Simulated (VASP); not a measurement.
# Zr3W (P1) in VASP: single point with PBE

Aim: the single point of Zr3W with PBE.

Program: VASP 6.6.1. These are calculated values, not measurements. Logs are shortened: lines on timing, memory, paths and dates and some standing lists are left out, and cuts for length are marked.

## Step 1: The cell of the first run

The typed cell holds 8 atoms: a = 4.687 Å, b = 6.105 Å, c = 6.107 Å, α = 107.56°, β = 90.05°, γ = 89.96°.

## Step 2: Single point, PBE

The input, INCAR:

```
SYSTEM = Zr3W
PREC = Accurate ; ENCUT = 500
EDIFF = 1E-6 ; ISMEAR = 0
SIGMA = 0.2 ; LREAL = .FALSE.
LASPH = .TRUE. ; NELM = 300
ALGO = All ; ISIF = 2
LWAVE = .FALSE. ; LCHARG = .FALSE.
GGA = PE ; NBANDS = 60
GGA_COMPAT = .FALSE. ; ISEARCH = 1
KPAR = 4
```

The input, KPOINTS:

```
regular mesh
0
G
  6 4 4
  0 0 0
```

The input, POSCAR:

```
Zr3W
1.0
   -0.0004263739     -0.0019301958      4.6869547082
    3.6074904461     -4.9247552124      0.0022821853
    3.6078755044      4.9268297933     -0.0028708135
Zr W
6 2
Direct
    0.7500025646      0.6150135495      0.3853580750
    0.2501857753      0.3857833121      0.6138455093
    0.7502429130      0.1012383176      0.3485979171
    0.2496811264      0.8992386207      0.6519287748
    0.2496541994      0.3481960214      0.1007180329
    0.7503719495      0.6512946513      0.8988007026
    0.7493709351      0.1300458245      0.8698389644
    0.2504905368      0.8691897031      0.1309120237
```

Potentials or basis: VASP PAW PBE potentials, release 64 (Zr_sv, W_sv).

Launch:

```
cat potpaw_PBE.64/Zr_sv/POTCAR potpaw_PBE.64/W_sv/POTCAR > POTCAR
mpirun -np 4 vasp_std > vasp.out
```

OUTCAR:

```text
SYSTEM = Zr3W
   PREC = Accurate
   ENCUT = 500
   EDIFF = 1E-6
   ISMEAR = 0
   LREAL = .FALSE.
   LASPH = .TRUE.
   NELM = 300
   ISIF = 2
   GGA = PE

 ion  position               nearest neighbor table
   1  0.750  0.615  0.385-   3 3.04   6 3.05   4 3.07   5 3.07   4 3.08   6 3.08   3 3.08   5 3.08
                             2 3.25   2 3.25   8 3.43   8 3.43   7 3.61   7 3.61
   2  0.250  0.386  0.614-   4 3.05   5 3.05   3 3.07   5 3.07   3 3.07   4 3.07   6 3.07   6 3.07
                             1 3.25   1 3.25   7 3.44   7 3.45   8 3.61   8 3.61
   3  0.750  0.101  0.349-   8 2.85   8 2.85   7 2.98   1 3.04   2 3.07   2 3.07   1 3.08   7 3.13
                             6 3.25   5 3.38   5 3.38   4 3.43   4 3.44
   4  0.250  0.899  0.652-   7 2.85   7 2.85   8 2.99   2 3.05   2 3.07   1 3.07   1 3.08   8 3.13
                             5 3.24   6 3.38   6 3.38   3 3.43   3 3.44
   5  0.250  0.348  0.101-   7 2.85   7 2.85   8 2.98   2 3.05   2 3.07   1 3.07   1 3.08   8 3.13
                             4 3.24   3 3.38   3 3.38   6 3.43   6 3.44
   6  0.750  0.651  0.899-   8 2.85   8 2.85   7 2.98   1 3.05   2 3.07   2 3.07   1 3.08   7 3.13
                             3 3.25   4 3.38   4 3.38   5 3.43   5 3.44
   7  0.749  0.130  0.870-   4 2.85   5 2.85   4 2.85   5 2.85   6 2.98   3 2.98   6 3.13   3 3.13
                             2 3.44   2 3.45   8 3.48   8 3.48   1 3.61   1 3.61
   8  0.250  0.869  0.131-   3 2.85   6 2.85   6 2.85   3 2.85   5 2.98   4 2.99   5 3.13   4 3.13
                             1 3.43   1 3.43   7 3.48   7 3.48   2 3.61   2 3.61

  LATTYP: Found a triclinic cell.
 ALAT       =     6.1065887129
 B/A-ratio  =     1.1815706955
 C/A-ratio  =     0.7675242833
 COS(alpha) =     0.0001726685
 COS(beta)  =     0.0008561252
 COS(gamma) =     0.5910488363

  Lattice vectors:

 A1 = (   3.6078755044,   4.9268297933,  -0.0028708135)
 A2 = (   7.2153659505,   0.0020745809,  -0.0005886282)
 A3 = (   0.0004263739,   0.0019301958,  -4.6869547082)

Analysis of symmetry for initial positions (statically):
=====================================================================
 Subroutine PRICEL returns:
 Original cell was already a primitive cell.

 Routine SETGRP: Setting up the symmetry group for a
 triclinic supercell.

 Subroutine GETGRP returns: Found  1 space group operations
 (whereof  1 operations were pure point group operations)
 out of a pool of  2 trial point group operations.

The static configuration has the point symmetry C_1 .

Analysis of symmetry for dynamics (positions and initial velocities):
=====================================================================
 Subroutine PRICEL returns:
 Original cell was already a primitive cell.

 Routine SETGRP: Setting up the symmetry group for a
 triclinic supercell.

 Subroutine GETGRP returns: Found  1 space group operations
 (whereof  1 operations were pure point group operations)
 out of a pool of  2 trial point group operations.

The dynamic configuration has the point symmetry C_1 .

 Subroutine INISYM returns: Found  1 space group operations
 (whereof  1 operations are pure point group operations),
 and found     1 'primitive' translations

----------------------------------------------------------------------------------------

                                     Primitive cell

  volume of cell :     166.5809

  direct lattice vectors                    reciprocal lattice vectors
    -0.000426374 -0.001930196  4.686954708     0.000017374  0.000111599  0.213358201
     3.607490446 -4.924755212  0.002282185     0.138622294 -0.101511942 -0.000029194
     3.607875504  4.926829793 -0.002870814     0.138563930  0.101501121  0.000054406

  length of vectors
     4.686955125  6.104687251  6.106588713     0.213358230  0.171816226  0.171762753

  position of ions in fractional coordinates (direct lattice)
     0.750002565  0.615013549  0.385358075
     0.250185775  0.385783312  0.613845509
     0.750242913  0.101238318  0.348597917
     0.249681126  0.899238621  0.651928775
     0.249654199  0.348196021  0.100718033
     0.750371949  0.651294651  0.898800703
     0.749370935  0.130045825  0.869838964
     0.250490537  0.869189703  0.130912024

  ion indices of the primitive-cell ions
   primitive index   ion index
                 1           1
                 2           2
                 3           3
                 4           4
                 5           5
                 6           6
                 7           7
                 8           8

----------------------------------------------------------------------------------------

 KPOINTS: regular mesh

Automatic generation of k-mesh.
 Grid dimensions read from file:
 generate k-points for:    6    4    4

 Generating k-lattice:

  Cartesian coordinates                     Fractional coordinates (reciprocal lattice)
     0.000002896  0.000018600  0.035559700     0.166666667  0.000000000  0.000000000
     0.034655573 -0.025377986 -0.000007299     0.000000000  0.250000000 -0.000000000
     0.034640982  0.025375280  0.000013601     0.000000000  0.000000000  0.250000000

  Length of vectors
     0.035559705  0.042954057  0.042940688

  Shift w.r.t. Gamma in fractional coordinates (k-lattice)
     0.000000000  0.000000000  0.000000000

 Subroutine IBZKPT returns following result:
 ===========================================

 Found     52 irreducible k-points:

 Following reciprocal coordinates:
            Coordinates               Weight
  0.000000  0.000000  0.000000      1.000000
  0.166667 -0.000000  0.000000      2.000000
  0.333333  0.000000  0.000000      2.000000
  0.500000  0.000000  0.000000      1.000000
 -0.000000  0.250000 -0.000000      2.000000
  0.166667  0.250000 -0.000000      2.000000
[... 16 lines left out ...]
  0.333333  0.250000  0.250000      2.000000
  0.500000  0.250000  0.250000      2.000000
 [... further k-points ...]
   k-points           NKPTS =     52   k-points in BZ     NKDIM =     52   number of bands    NBANDS=     60
   number of dos      NEDOS =    301   number of ions     NIONS =      8
   total plane-waves  NPLWV =  82944
   dimension x,y,z NGX =    36 NGY =   48 NGZ =   48
   dimension x,y,z NGXF=    72 NGYF=   96 NGZF=   96
   ions per type =               6   2
   NGX,Y,Z   is equivalent  to a cutoff of  12.77, 13.07, 13.07 a.u.
   NGXF,Y,Z  is equivalent  to a cutoff of  25.54, 26.14, 26.14 a.u.
 SYSTEM =  Zr3W
   PREC   = accura    normal or accurate (medium, high low for compatibility)
   ISTART =      0    job   : 0-new  1-cont  2-samecut
   ICHARG =      2    charge: 1-file 2-atom 10-const
   ISPIN  =      1    spin polarized calculation?
   LNONCOLLINEAR =      F non collinear calculations
   LSORBIT =      F    spin-orbit coupling
   LASPH  =      T    aspherical Exc in radial PAW
   ENCUT  =  500.0 eV  36.75 Ry    6.06 a.u.   8.55 11.13 11.13*2*pi/ulx,y,z
   NELM   =    300;   NELMIN=  2; NELMDL= -5     # of ELM steps
   EDIFF  = 0.1E-05   stopping-criterion for ELM
   LREAL  =      F    real-space projection
[... 7 lines left out ...]
   TEBEG  =    0.0;   TEEND  =   0.0 temperature during run
   PSTRESS=    0.0 pullay stress
   NELECT =     100.0000    total number of electrons
   NUPDOWN=      -1.0000    fix difference up-down
   EMIN   =  10.00;   EMAX   =-10.00  energy-range for DOS
   EFERMI =   0.00;   METHOD = LEGACY
   ISMEAR =     0;   SIGMA  =   0.20  broadening in eV -4-tet -1-fermi 0-gaus
   EFERMI_NEDOS =   21; number of points for ismear=-14 and -15
   IALGO  =     58    algorithm
   IMIX   =      4    mixing-type and parameters
     AMIX     =   0.40;   BMIX     =  1.00
     AMIX_MAG =   1.60;   BMIX_MAG =  1.00
  volume/ion in A,a.u.               =      20.82       140.52
  Fermi-wavevector in a.u.,A,eV,Ry     =   1.381019  2.609748 25.949231  1.907215
  Thomas-Fermi vector in A             =   2.505843
   LORBIT       =      0    0 simple, 1 ext, 2 COOP (PROOUT), +10 PAW based schemes
   GGA     = PE    functional components
   LHFCALC =     F    Hartree Fock is set to
   AEXX    =    0.0000 exact exchange contribution
   IVDW    =     0    specifies the selected vdW correction
   LEPSILON=     F    determine dielectric tensor
   LRPA    =     F    only Hartree local field effects (RPA)
 non-spin polarized calculation
 Gauss-broadening in eV      SIGMA  =   0.20
  energy-cutoff  :      500.00
  volume of cell :      166.58
 maximum number of plane-waves:      4256
 NGX is ok and might be reduce to    36
   NGX = 17   NGY = 23   NGZ = 23

 number of electron     100.0000006 magnetization

 Free energy of the ion-electron system (eV)
  ---------------------------------------------------
  ext. energy  EPLUGINS =         0.00000000
  ---------------------------------------------------
  free energy    TOTEN  =       -75.98179378 eV

  energy without entropy =      -75.76665333  energy(sigma->0) =      -75.87422356

 E-fermi :   9.3138     XC(G=0): -11.7145

 val. band max:        9.3035913056   @ k =   0.1667  -0.0000   0.0000
 cond. band min:       9.3278190624   @ k =   0.3333   0.0000   0.5000
 fundamental gap:      0.0242277568
 Fermi energy:         9.3137742496

 k-point     1 :       0.0000    0.0000    0.0000
  band No.  band energies     occupation
      1     -63.9027      2.00000
      2     -63.8935      2.00000
      3     -39.1364      2.00000
      4     -39.0621      2.00000
      5     -38.7446      2.00000
      6     -38.7376      2.00000
[... 52 lines left out ...]
     59      12.3238      0.00000
     60      12.4953      0.00000

 k-point     2 :       0.1667   -0.0000    0.0000
  band No.  band energies     occupation
      1     -63.9026      2.00000
      2     -63.8935      2.00000
      3     -39.1298      2.00000
      4     -39.0651      2.00000
      5     -38.7460      2.00000
      6     -38.7375      2.00000
[... 1375 lines left out ...]
     59      11.8830      0.00000
     60      11.9545      0.00000

 k-point    24 :       0.5000    0.2500    0.2500
  band No.  band energies     occupation
      1     -63.9025      2.00000
      2     -63.8936      2.00000
      3     -39.0888      2.00000
      4     -39.0855      2.00000
      5     -38.7550      2.00000
      6     -38.7544      2.00000
[... 52 lines left out ...]
     59      11.7475      0.00000
     60      11.7709      0.00000

 [... further k-points ...]

------------------------ aborting loop because EDIFF is reached ----------------------------------------

  FORCE on cell =-STRESS in cart. coord.  units (eV):
  Direction    XX          YY          ZZ          XY          YZ          ZX
  --------------------------------------------------------------------------------------
  -------------------------------------------------------------------------------------
  Total        0.0822617      0.0563625      0.0871984     -0.0034524      0.0292186      0.0045979
  in kB        0.7911945      0.5420952      0.8386753     -0.0332055      0.2810253      0.0442222
  external PRESSURE =       0.7239883 kB  Pullay stress =       0.0000000 kB

 VOLUME and BASIS-vectors are now :
 -----------------------------------------------------------------------------
  energy-cutoff  :      500.00
  volume of cell :      166.58
      direct lattice vectors                 reciprocal lattice vectors
    -0.000426374 -0.001930196  4.686954708     0.000017374  0.000111599  0.213358201
     3.607490446 -4.924755212  0.002282185     0.138622294 -0.101511942 -0.000029194
     3.607875504  4.926829793 -0.002870814     0.138563930  0.101501121  0.000054406

 POSITION                                       TOTAL-FORCE (eV/Angst)
 -----------------------------------------------------------------------------------
      3.60866     -1.13165      3.51553        -0.005126      0.018858     -0.008481
      3.60628      1.12394      1.17173         0.005156     -0.009635      0.006090
      1.62259      1.21746      3.51558        -0.013848     -0.007318     -0.005721
      5.59597     -1.21707      1.17042         0.012090      0.006936      0.007594
      1.61939     -1.21904      1.17062        -0.012314      0.006760      0.007417
      5.59198      1.21932      3.51587         0.013650     -0.006499     -0.008145
      3.60709      3.64366      3.51007        -0.000724     -0.021390      0.010260
      3.60780     -3.63605      1.17565         0.001115      0.012289     -0.009014
 -----------------------------------------------------------------------------------
    total drift:                                0.000049     -0.000731     -0.000065

  FREE ENERGIE OF THE ION-ELECTRON SYSTEM (eV)
  ---------------------------------------------------
  free  energy   TOTEN  =       -75.9817937822 eV

  energy  without entropy=      -75.7666523888  energy(sigma->0) =      -75.87422309
```

It took 3.6 min on 4 MPI ranks of AMD EPYC 7R43 (Zen 3), shared host; peak memory 0.9 GiB.

Results:

| Item | Value |
| --- | --- |
| Free energy | -75.9818 eV |
| Pressure | 0.1 GPa |
| Largest force | 0.024 eV/Å |
| Band gap on the k mesh | zero (bands 50 and 51 overlap by 1.21 eV) |

Forces on the atoms (eV/Å):
```
Zr  -0.005  0.019 -0.008
Zr   0.005 -0.010  0.006
Zr  -0.014 -0.007 -0.006
Zr   0.012  0.007  0.008
Zr  -0.012  0.007  0.007
Zr   0.014 -0.006 -0.008
W   -0.001 -0.021  0.010
W    0.001  0.012 -0.009
```

Caveat: spin-orbit coupling is left out, which moves the levels of the heavy elements.

The gap in the log of VASP goes by the Fermi energy; the results here count the filled bands.